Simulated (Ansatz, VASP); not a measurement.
# One calculation of BN, two programs

Contents of INCAR:

```
SYSTEM = BN
PREC = Accurate ; ENCUT = 520
EDIFF = 1E-6 ; ISMEAR = 0
SIGMA = 0.05 ; LREAL = .FALSE.
LASPH = .TRUE. ; NELM = 80
ALGO = Normal ; ISIF = 2
LWAVE = .FALSE. ; LCHARG = .TRUE.
GGA = PE ; LELF = .TRUE.
LVHAR = .TRUE. ; NBANDS = 11
```

File KPOINTS:

```
regular mesh
0
G
  12 12 12
  0 0 0
```

Contents of POSCAR:

```
BN
1.0
    0.0000000000      1.8679699821      1.6747086086
    1.6747086086      0.0000000000      1.6747086086
    1.6747086086      1.8679699821      0.0000000000
B N
1 1
Direct
    0.0000000000      0.0000000000      0.0000000000
    0.7500000000      0.7500000000      0.7500000000
```

Input for Ansatz:

```yaml
crystal:
  lattice:
    - [0.0, 1.8679699821, 1.6747086086]
    - [1.6747086086, 0.0, 1.6747086086]
    - [1.6747086086, 1.8679699821, 0.0]
  atoms:
    - { symbol: B, position: [0.0, 0.0, 0.0] }
    - { symbol: "N", position: [0.75, 0.75, 0.75] }
basis:
  ecutwfc: 520.0
kpoints:
  mp_grid: { grid: [12, 12, 12] }
hamiltonian:
  xc: pbe
scf:
  occupations: { method: gaussian, width: 0.05 }
output:
  forces: true
  stress: true
  eigenvalues: true
```

Alike in both runs: task single point; functional PBE; k mesh 12 × 12 × 12; occupations gaussian, width 0.05 eV; no spin polarisation.

|  | VASP | Ansatz |
| --- | --- | --- |
| version | VASP 6.6.1 | Ansatz 0.2.0 |
| potentials or method | VASP PAW PBE potentials, release 64 (B, N), cutoff 520 eV | scalar-relativistic, plane waves, PAW |
| valence electrons in the cell | 8 | 8 |

|  | VASP | Ansatz | Ansatz less VASP |
| --- | --- | --- | --- |
| gap on the k mesh at the Fermi level (eV) | 3.48 | 3.50 | +0.017 |
| least direct gap on the mesh (eV) | 8.70 | 8.70 | +0.009 |
